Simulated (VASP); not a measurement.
Here is a VASP 6.6.1 calculation.

The input INCAR:

```
  PREC = Accurate
  ENCUT = 520
  EDIFF = 1E-7
  ISMEAR = 0
  SIGMA = 0.1
  LREAL = Auto
  LASPH = True
  NELM = 100
  ALGO = Normal
  ISIF = 2
  LWAVE = False
  LCHARG = False
  GGA = PS
  NBANDS = 118
```

Contents of KPOINTS:

```
regular mesh
0
Gamma
  3 3 3
```

POSCAR

```
Nb16H
1.0
    6.6000000000      0.0000000000      0.0000000000
    0.0000000000      6.6000000000      0.0000000000
    0.0000000000      0.0000000000      6.6000000000
Nb H
16 1
Direct
    0.0001534848      0.0006196970      0.0004719697
    0.4994627273      0.0006228788      0.0004590909
   -0.0013578788      0.5012315152     -0.0026059091
    0.0109306061     -0.0019606061      0.5062981818
    0.2498131818      0.2501937879      0.2495618182
    0.5009815152      0.5012393939     -0.0026133333
    0.4886895455     -0.0019534848      0.5062924242
    0.7498050000      0.2584471212      0.2430466667
   -0.0003446970      0.4997016667      0.4979075758
    0.2498066667      0.7495672727      0.2512484848
    0.2498106061      0.2483568182      0.7507554545
    0.4999616667      0.4997122727      0.4979034848
    0.7498057576      0.7521619697      0.2495515152
    0.7498125758      0.2508756061      0.7495066667
    0.2498043939      0.7469925758      0.7526253030
    0.7498134848      0.7483846970      0.7515578788
    0.7497866667      0.0263500000      0.4097762121
```

Potentials or basis: VASP PAW PBE potentials, release 64 (Nb_sv, H).

Launch:

```sh
$ cat potpaw_PBE.64/Nb_sv/POTCAR potpaw_PBE.64/H/POTCAR > POTCAR
$ mpirun -np 1 vasp_std > vasp.out
```

(1) Predict the pressure.

(2) Estimate the largest force.

Results:

(1) -3.9 GPa.

(2) 0.495 eV/Å.

Caveat: the PAW data sets were made with another functional, which shifts forces and pressure a little.
